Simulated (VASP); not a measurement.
# Sb (Im-3m) in VASP: notebook

Runs on Sb. Level: revPBE. Tasks: single point.

All numbers are computed with VASP 6.6.1; they aren't measurements. Logs are shortened: lines on timing, memory, paths and dates and some standing lists are left out, and cuts for length are marked.

## 1. The cell of the first run

It takes space group Im-3m (No. 229, cubic). The conventional cell has a = 3.812 Å, b = 3.812 Å, c = 3.812 Å, α = 90.00°, β = 90.00°, γ = 90.00°. Sb (site symmetry m-3m) has 14 Sb at 3.30 to 3.81 Å within 4.3 Å.

## 2. Single point, revPBE

File INCAR:

```
SYSTEM = Sb
PREC = Accurate ; ENCUT = 520
EDIFF = 1E-6 ; ISMEAR = -1
SIGMA = 0.1 ; LREAL = .FALSE.
LASPH = .TRUE. ; NELM = 100
ALGO = Normal ; ISIF = 2
LWAVE = .FALSE. ; LCHARG = .FALSE.
GGA = RE ; NBANDS = 8
```

File KPOINTS:

```
regular mesh
0
G
  13 13 13
  0 0 0
```

File POSCAR:

```
Sb
1.0
   -1.9058694391      1.9058694391      1.9058694391
    1.9058694391     -1.9058694391      1.9058694391
    1.9058694391      1.9058694391     -1.9058694391
Sb
1
Direct
    0.0000000000      0.0000000000      0.0000000000
```

Potentials or basis: VASP PAW PBE potentials, release 64 (Sb).

On the command line:

```bash
$ cat potpaw_PBE.64/Sb/POTCAR > POTCAR
$ mpirun -np 1 vasp_std > vasp.out
```

OUTCAR:

```text
SYSTEM = Sb
   PREC = Accurate
   ENCUT = 520
   EDIFF = 1E-6
   ISMEAR = -1
   LREAL = .FALSE.
   LASPH = .TRUE.
   NELM = 100
   ISIF = 2
   GGA = RE

 ion  position               nearest neighbor table
   1  0.000  0.000  0.000-

  LATTYP: Found a body centered cubic cell.
 ALAT       =     3.8117388782

  Lattice vectors:

 A1 = (  -1.9058694391,   1.9058694391,   1.9058694391)
 A2 = (   1.9058694391,  -1.9058694391,   1.9058694391)
 A3 = (   1.9058694391,   1.9058694391,  -1.9058694391)

Analysis of symmetry for initial positions (statically):
=====================================================================
 Subroutine PRICEL returns:
 Original cell was already a primitive cell.

 Routine SETGRP: Setting up the symmetry group for a
 body centered cubic supercell.

 Subroutine GETGRP returns: Found 48 space group operations
 (whereof 48 operations were pure point group operations)
 out of a pool of 48 trial point group operations.

The static configuration has the point symmetry O_h .

Analysis of symmetry for dynamics (positions and initial velocities):
=====================================================================
 Subroutine PRICEL returns:
 Original cell was already a primitive cell.

 Routine SETGRP: Setting up the symmetry group for a
 body centered cubic supercell.

 Subroutine GETGRP returns: Found 48 space group operations
 (whereof 48 operations were pure point group operations)
 out of a pool of 48 trial point group operations.

The dynamic configuration has the point symmetry O_h .

 Subroutine INISYM returns: Found 48 space group operations
 (whereof 48 operations are pure point group operations),
 and found     1 'primitive' translations

----------------------------------------------------------------------------------------

                                     Primitive cell

  volume of cell :      27.6911

  direct lattice vectors                    reciprocal lattice vectors
    -1.905869439  1.905869439  1.905869439     0.000000000  0.262347457  0.262347457
     1.905869439 -1.905869439  1.905869439     0.262347457  0.000000000  0.262347457
     1.905869439  1.905869439 -1.905869439     0.262347457  0.262347457  0.000000000

  length of vectors
     3.301062701  3.301062701  3.301062701     0.371015331  0.371015331  0.371015331

  position of ions in fractional coordinates (direct lattice)
     0.000000000  0.000000000  0.000000000

  ion indices of the primitive-cell ions
   primitive index   ion index
                 1           1

----------------------------------------------------------------------------------------

 KPOINTS: regular mesh

Automatic generation of k-mesh.
 Grid dimensions read from file:
 generate k-points for:   13   13   13

 Generating k-lattice:

  Cartesian coordinates                     Fractional coordinates (reciprocal lattice)
     0.000000000  0.020180574  0.020180574     0.076923077  0.000000000  0.000000000
     0.020180574  0.000000000  0.020180574     0.000000000  0.076923077  0.000000000
     0.020180574  0.020180574  0.000000000     0.000000000  0.000000000  0.076923077

  Length of vectors
     0.028539641  0.028539641  0.028539641

  Shift w.r.t. Gamma in fractional coordinates (k-lattice)
     0.000000000  0.000000000  0.000000000

 Subroutine IBZKPT returns following result:
 ===========================================

 Found     84 irreducible k-points:

 Following reciprocal coordinates:
            Coordinates               Weight
  0.000000  0.000000  0.000000      1.000000
  0.076923  0.000000  0.000000     12.000000
  0.153846  0.000000  0.000000     12.000000
  0.230769  0.000000  0.000000     12.000000
  0.307692  0.000000  0.000000     12.000000
  0.384615  0.000000  0.000000     12.000000
[... 16 lines left out ...]
  0.153846  0.076923  0.076923     24.000000
  0.230769  0.076923  0.076923     24.000000
 [... further k-points ...]
   k-points           NKPTS =     84   k-points in BZ     NKDIM =     84   number of bands    NBANDS=      8
   number of dos      NEDOS =    301   number of ions     NIONS =      1
   total plane-waves  NPLWV =  21952
   dimension x,y,z NGX =    28 NGY =   28 NGZ =   28
   dimension x,y,z NGXF=    56 NGYF=   56 NGZF=   56
   ions per type =               1
   NGX,Y,Z   is equivalent  to a cutoff of  14.10, 14.10, 14.10 a.u.
   NGXF,Y,Z  is equivalent  to a cutoff of  28.20, 28.20, 28.20 a.u.
 SYSTEM =  Sb
   PREC   = accura    normal or accurate (medium, high low for compatibility)
   ISTART =      0    job   : 0-new  1-cont  2-samecut
   ICHARG =      2    charge: 1-file 2-atom 10-const
   ISPIN  =      1    spin polarized calculation?
   LNONCOLLINEAR =      F non collinear calculations
   LSORBIT =      F    spin-orbit coupling
   LASPH  =      T    aspherical Exc in radial PAW
   ENCUT  =  520.0 eV  38.22 Ry    6.18 a.u.   6.14  6.14  6.14*2*pi/ulx,y,z
   NELM   =    100;   NELMIN=  2; NELMDL= -5     # of ELM steps
   EDIFF  = 0.1E-05   stopping-criterion for ELM
   LREAL  =      F    real-space projection
   EDIFFG = 0.1E-04   stopping-criterion for IOM
   NSW    =      0    number of steps for IOM
   IBRION =     -1    ionic relax: 0-MD 1-quasi-New 2-CG
   NFREE  =      0    steps in history (QN), initial steepest desc. (CG)
   ISIF   =      2    stress and relaxation
   ISYM   =      2    0-nonsym 1-usesym 2-fastsym
   POTIM  = 0.5000    time-step for ionic-motion
   TEBEG  =    0.0;   TEEND  =   0.0 temperature during run
   PSTRESS=    0.0 pullay stress
   NELECT =       5.0000    total number of electrons
   NUPDOWN=      -1.0000    fix difference up-down
   EMIN   =  10.00;   EMAX   =-10.00  energy-range for DOS
   EFERMI =   0.00;   METHOD = LEGACY
   ISMEAR =    -1;   SIGMA  =   0.10  broadening in eV -4-tet -1-fermi 0-gaus
   EFERMI_NEDOS =   21; number of points for ismear=-14 and -15
   IALGO  =     38    algorithm
   IMIX   =      4    mixing-type and parameters
     AMIX     =   0.40;   BMIX     =  1.00
     AMIX_MAG =   1.60;   BMIX_MAG =  1.00
  volume/ion in A,a.u.               =      27.69       186.87
  Fermi-wavevector in a.u.,A,eV,Ry     =   0.925305  1.748573 11.649169  0.856190
  Thomas-Fermi vector in A             =   2.051145
   LORBIT       =      0    0 simple, 1 ext, 2 COOP (PROOUT), +10 PAW based schemes
   GGA     = RE    functional components
   LHFCALC =     F    Hartree Fock is set to
   AEXX    =    0.0000 exact exchange contribution
   IVDW    =     0    specifies the selected vdW correction
   LEPSILON=     F    determine dielectric tensor
   LRPA    =     F    only Hartree local field effects (RPA)
 non-spin polarized calculation
  energy-cutoff  :      520.00
  volume of cell :       27.69
 maximum number of plane-waves:       767
 NGX is ok and might be reduce to    28
   NGX = 13   NGY = 13   NGZ = 13

 number of electron       5.0000000 magnetization

 Free energy of the ion-electron system (eV)
  ---------------------------------------------------
  ext. energy  EPLUGINS =         0.00000000
  ---------------------------------------------------
  free energy    TOTEN  =        -3.59119118 eV

  energy without entropy =       -3.56672820  energy(sigma->0) =       -3.57895969

 E-fermi :   8.1140     XC(G=0): -10.0785

 val. band max:        8.0886902569   @ k =  -0.2308   0.3846   0.0769
 cond. band min:       8.1157985593   @ k =   0.3077   0.1538   0.0000
 fundamental gap:      0.0271083025
 Fermi energy:         8.1139872633

 k-point     1 :       0.0000    0.0000    0.0000
  band No.  band energies     occupation
      1      -4.4581      2.00000
      2      13.4550      0.00000
      3      13.4550      0.00000
      4      13.4550      0.00000
      5      18.5689      0.00000
      6      18.5689      0.00000
      7      18.5689      0.00000
      8      19.8970      0.00000

 k-point     2 :       0.0769    0.0000    0.0000
  band No.  band energies     occupation
      1      -4.3375      2.00000
      2      12.5253      0.00000
      3      13.0703      0.00000
      4      13.3578      0.00000
      5      17.8702      0.00000
      6      17.8766      0.00000
      7      19.0935      0.00000
      8      19.3619      0.00000

 k-point     3 :       0.1538    0.0000    0.0000
  band No.  band energies     occupation
      1      -3.9772      2.00000
      2      10.5405      0.00000
      3      12.2406      0.00000
      4      13.0837      0.00000
      5      16.7271      0.00000
      6      16.9610      0.00000
      7      19.0740      0.00000
      8      19.7511      0.00000

 k-point     4 :       0.2308    0.0000    0.0000
  band No.  band energies     occupation
      1      -3.3840      2.00000
      2       8.3227      0.22072
      3      11.3641      0.00000
      4      12.6999      0.00000
      5      15.8109      0.00000
      6      16.1985      0.00000
      7      19.2383      0.00000
      8      20.1983      0.00000

 k-point     5 :       0.3077    0.0000    0.0000
  band No.  band energies     occupation
      1      -2.5764      2.00000
      2       6.1871      2.00000
      3      10.6236      0.00000
      4      12.3095      0.00000
      5      15.1439      0.00000
      6      15.6220      0.00000
      7      19.7845      0.00000
      8      20.8221      0.00000
[... 177 lines left out ...]
 k-point    22 :       0.0769    0.0769    0.0769
  band No.  band energies     occupation
      1      -3.7390      2.00000
      2       9.7476      0.00000
      3      11.9219      0.00000
      4      11.9219      0.00000
      5      17.3109      0.00000
      6      17.3109      0.00000
      7      19.7531      0.00000
      8      20.0125      0.00000

 k-point    23 :       0.1538    0.0769    0.0769
  band No.  band energies     occupation
      1      -3.1507      2.00000
      2       8.0570      1.27764
      3      10.5171      0.00000
      4      11.3161      0.00000
      5      17.2486      0.00000
      6      17.3086      0.00000
      7      19.9884      0.00000
      8      20.3769      0.00000

 k-point    24 :       0.2308    0.0769    0.0769
  band No.  band energies     occupation
      1      -2.3530      2.00000
      2       6.2141      2.00000
      3       9.4719      0.00000
      4      10.7850      0.00000
      5      16.8444      0.00000
      6      17.2025      0.00000
      7      20.2638      0.00000
      8      20.9957      0.00000

 [... further k-points ...]
[... 5 lines left out ...]
  --------------------------------------------------------------------------------------
  -------------------------------------------------------------------------------------
  Total       -0.0417571     -0.0417571     -0.0417571      0.0000000      0.0000000     -0.0000000
  in kB       -2.4160237     -2.4160237     -2.4160237      0.0000000      0.0000000     -0.0000000
  external PRESSURE =      -2.4160237 kB  Pullay stress =       0.0000000 kB

 VOLUME and BASIS-vectors are now :
 -----------------------------------------------------------------------------
  energy-cutoff  :      520.00
  volume of cell :       27.69
      direct lattice vectors                 reciprocal lattice vectors
    -1.905869439  1.905869439  1.905869439     0.000000000  0.262347457  0.262347457
     1.905869439 -1.905869439  1.905869439     0.262347457  0.000000000  0.262347457
     1.905869439  1.905869439 -1.905869439     0.262347457  0.262347457  0.000000000

 POSITION                                       TOTAL-FORCE (eV/Angst)
 -----------------------------------------------------------------------------------
      0.00000      0.00000      0.00000         0.000000      0.000000     -0.000000
 -----------------------------------------------------------------------------------
    total drift:                                0.000000      0.000000     -0.000000

  FREE ENERGIE OF THE ION-ELECTRON SYSTEM (eV)
  ---------------------------------------------------
  free  energy   TOTEN  =        -3.5911911779 eV

  energy  without entropy=       -3.5667281952  energy(sigma->0) =       -3.57895969
```

It took 17 s on 1 thread of AMD EPYC 7R43 (Zen 3), shared host; peak memory 0.13 GiB.

What came out:

| Quantity | Value |
| --- | --- |
| Free energy | -3.5912 eV |
| Pressure | -0.2 GPa |

Levels at points of the mesh, in eV from the Fermi level:
| k point | band 1 | band 2 | band 3 | band 4 | band 5 |
| --- | --- | --- | --- | --- | --- |
| (0.00, 0.00, 0.00) | -12.57 | 5.34 | 5.34 | 5.34 | 10.45 |

Caveat: the PAW data sets were made with another functional, which shifts forces and pressure a little; spin-orbit coupling is left out, which moves the levels of the heavy elements.

## 3. Single point, revPBE (volume scaled by 1.04)

File INCAR:

```
PREC = Accurate ; ENCUT = 520
EDIFF = 1E-7 ; ISMEAR = -1
SIGMA = 0.1 ; LREAL = False
LASPH = True ; NELM = 80
ALGO = Normal ; ISIF = 2
LWAVE = False ; LCHARG = False
GGA = RE ; NBANDS = 8
```

File KPOINTS:

```
Automatic mesh
0
Gamma
  13 13 13
```

File POSCAR:

```
Sb
1.0
   -1.9309495447      1.9309495447      1.9309495447
    1.9309495447     -1.9309495447      1.9309495447
    1.9309495447      1.9309495447     -1.9309495447
Sb
1
Direct
    0.0000000000      0.0000000000      0.0000000000
```

Potentials or basis: VASP PAW PBE potentials, release 64 (Sb).

On the command line:

```bash
$ cat potpaw_PBE.64/Sb/POTCAR > POTCAR
$ mpirun -np 1 vasp_std > vasp.out
```

Run time: 34 s. Hardware: 1 thread of AMD EPYC 7R43 (Zen 3), shared host; peak memory 0.13 GiB.

It converged, with:

```yaml
Free_energy: -3.5825 eV
Pressure: -2.2 GPa
```

Levels at points of the mesh, in eV from the Fermi level:
```tsv
k point	band 1	band 2	band 3	band 4	band 5	band 6
(0.00, 0.00, 0.00)	-12.28	5.05	5.05	5.05	10.31	10.31
```

Caveat: the PAW data sets were made with another functional, which shifts forces and pressure a little; spin-orbit coupling is left out, which moves the levels of the heavy elements.

## 4. Single point, revPBE (volume scaled by 1.08)

File INCAR:

```
SYSTEM = Sb
ALGO = Normal
EDIFF = 1E-6
ENCUT = 520
GGA = RE
ISIF = 2
ISMEAR = -1
LASPH = .TRUE.
LCHARG = .FALSE.
LREAL = .FALSE.
LWAVE = .FALSE.
NBANDS = 8
NELM = 60
PREC = Accurate
SIGMA = 0.1
```

File KPOINTS:

```
k-points
0
G
  13 13 13
  0 0 0
```

File POSCAR:

```
Sb
1.0
   -1.9553945390      1.9553945390      1.9553945390
    1.9553945390     -1.9553945390      1.9553945390
    1.9553945390      1.9553945390     -1.9553945390
Sb
1
Direct
    0.0000000000      0.0000000000      0.0000000000
```

On the command line:

```bash
$ cat potpaw_PBE.64/Sb/POTCAR > POTCAR
$ mpirun -np 1 vasp_std > vasp.out
```

It took 23 s on 1 thread of AMD EPYC 7R43 (Zen 3), shared host; peak memory 0.13 GiB.

Results (log left out):

- Free energy: -3.5615 eV
- Pressure: -3.8 GPa

Levels at points of the mesh, in eV from the Fermi level:
```
           k point  band 1  band 2  band 3  band 4  band 5
(0.00, 0.00, 0.00)  -12.02    4.78    4.78    4.78   10.17
```

Caveat: the PAW data sets were made with another functional, which shifts forces and pressure a little; spin-orbit coupling is left out, which moves the levels of the heavy elements.

## 5. Single point, revPBE (volume scaled by 1.12)

File INCAR:

```
SYSTEM = Sb
PREC     = Accurate       ! precision mode
ENCUT    = 520            ! plane-wave cutoff, eV
EDIFF    = 1E-6           ! SCF threshold, eV
ISMEAR   = -1             ! smearing method
SIGMA    = 0.1            ! smearing width, eV
LREAL    = .False.        ! projectors in reciprocal space
LASPH    = .True.         ! aspherical terms in the spheres
NELM     = 100            ! most SCF steps
ALGO     = Normal         ! electronic algorithm
ISIF     = 2              ! what is computed and relaxed
LWAVE    = .False.        ! write WAVECAR
LCHARG   = .False.        ! write CHGCAR
GGA      = RE             ! functional
NBANDS   = 8              ! bands
```

File KPOINTS:

```
regular mesh
0
Gamma
  13 13 13
  0 0 0
```

File POSCAR:

```
Sb
1.0
   -1.9792431643      1.9792431643      1.9792431643
    1.9792431643     -1.9792431643      1.9792431643
    1.9792431643      1.9792431643     -1.9792431643
Sb
1
Direct
    0.0000000000      0.0000000000      0.0000000000
```

On the command line:

```bash
$ cat potpaw_PBE.64/Sb/POTCAR > POTCAR
$ mpirun -np 1 vasp_std > vasp.out
```

It took 19 s on 1 thread of AMD EPYC 7R43 (Zen 3), shared host; peak memory 0.13 GiB.

The run converged. Its results:

| Property | Result |
| --- | --- |
| Free energy | -3.5307 eV |
| Pressure | -5.1 GPa |

Levels at points of the mesh, in eV from the Fermi level:
```csv
k point,band 1,band 2,band 3,band 4,band 5,band 6,band 7
"(0.00, 0.00, 0.00)",-11.77,4.53,4.53,4.53,10.04,10.04,10.04
```

Caveat: the PAW data sets were made with another functional, which shifts forces and pressure a little; spin-orbit coupling is left out, which moves the levels of the heavy elements.

## 6. Overview

| cell | gap on the mesh (eV) | pressure (GPa) |
| --- | --- | --- |
| a = 3.301 Å, angles 109.5°, 1 atom | none | -0.2 |
| a = 3.345 Å, angles 109.5°, 1 atom | none | -2.2 |
| a = 3.387 Å, angles 109.5°, 1 atom | none | -3.8 |
| a = 3.428 Å, angles 109.5°, 1 atom | none | -5.1 |

Alike in all rows: task single point; level revPBE; potentials or basis VASP PAW PBE potentials, release 64 (Sb); no spin polarisation; k mesh 13 × 13 × 13; cutoff (eV) 520; smearing fermi-dirac 0.1 eV.

Caveats: the PAW data sets were made with another functional, which shifts forces and pressure a little; spin-orbit coupling is left out, which moves the levels of the heavy elements.

Total energies depend on the potentials used, so only differences within one code and one set of settings carry meaning.
